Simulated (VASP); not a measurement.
CaAs2O5, 8 atoms in the cell. Symmetry: P-6m2, No. 187, hexagonal system. Conventional cell: a = 6.332 Å, b = 6.332 Å, c = 3.750 Å, α = 90.00°, β = 90.00°, γ = 120.00°. Within 4.8 Å of Ca (site symmetry -6m2) lie 18 O at 3.66 to 3.68 Å and 2 Ca at 3.75 Å and 12 As at 4.11 Å. As (site symmetry -6m2) has 5 O at 1.87 to 1.89 Å within 2.5 Å. As (site symmetry -6m2) has 5 O at 1.77 to 1.87 Å within 2.4 Å. O (site symmetry -6m2) has 2 As at 1.87 Å within 2.5 Å. O (site symmetry mm2) has 2 As at 1.77 to 1.89 Å within 2.4 Å. O (site symmetry -6m2) has 2 As at 1.87 Å and 6 O at 2.58 Å within 2.6 Å. The cell was generated, and may not be a known phase.

* Program: VASP 6.6.1
* Task: single point
* Functional: PBE
* Potentials or basis: VASP PAW PBE potentials, release 64 (Ca_sv, As, O)
* Cutoff: 520 eV
* k mesh: 3 × 3 × 6
* Occupations: gaussian, width 0.1 eV
* Spin: no spin polarisation
* Dipole correction: no
* Further INCAR settings: ALGO = Normal; EDIFF = 1e-06; NBANDS = 35

Potentials or basis: VASP PAW PBE potentials, release 64 (Ca_sv, As, O).

Run with:

```console
$ cat potpaw_PBE.64/Ca_sv/POTCAR potpaw_PBE.64/As/POTCAR potpaw_PBE.64/O/POTCAR > POTCAR
$ mpirun -np 1 vasp_std > vasp.out
```

Hardware: 1 thread of Oxide Virtual Turin-like Processor, on a shared host.

Task: Estimate the wall time of this run.

Result: Run time: 82 s on 1 thread of Oxide Virtual Turin-like Processor (shared host), peak memory 0.22 GiB. Counts: scf iterations 16, k points 12.
